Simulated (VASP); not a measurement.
Wanted: the native input for a VASP 6.6.1 run.

| Quantity | Value |
| --- | --- |
| Task | single point |
| Functional | LDA |
| Potentials or basis | VASP PAW LDA potentials, release 64 (Si, C) |
| Cutoff | 520 eV |
| k mesh | 12 × 12 × 4 |
| Occupations | methfessel-paxton, width 0.05 eV |
| Spin | no spin polarisation |
| Dipole correction | no |
| Further INCAR settings | ALGO = Normal; EDIFF = 1e-06; NBANDS = 16 |

The structure of SiC (Moissanite) lies in POSCAR:

```
SiC
1.0
    3.1944223715      0.0000000000      0.0000000000
   -1.5972111857      2.7664509220      0.0000000000
    0.0000000000      0.0000000000      5.2423420452
Si C
2 2
Direct
    0.3333333333      0.6666666667      0.0000000000
    0.6666666667      0.3333333333      0.5000000000
    0.3333333333      0.6666666667      0.3850000000
    0.6666666667      0.3333333333      0.8850000000
```

One way to write it, as run:

INCAR

```
PREC = Accurate
ENCUT = 520
EDIFF = 1E-6
ISMEAR = 1
SIGMA = 0.05
LREAL = F
LASPH = T
NELM = 80
ALGO = Normal
ISIF = 2
LWAVE = F
LCHARG = F
NBANDS = 16
```

KPOINTS

```
Automatic mesh
0
Gamma
  12 12 4
```

Potentials or basis: VASP PAW LDA potentials, release 64 (Si, C).

The run is started by

```sh
$ cat potpaw_LDA.64/Si/POTCAR potpaw_LDA.64/C/POTCAR > POTCAR
$ mpirun -np 1 vasp_std > vasp.out
```

It gave:

```
Pressure               : -23.0 GPa
Largest force          : 0.574 eV/Å
Band gap on the k mesh : 2.29 eV, indirect (least direct gap 3.63 eV)
```

It took 20 s on 1 thread of Intel(R) Xeon(R) Platinum 8259CL CPU @ 2.50GHz (Skylake/Cascade Lake), with other jobs on the host, peak memory 0.15 GiB.
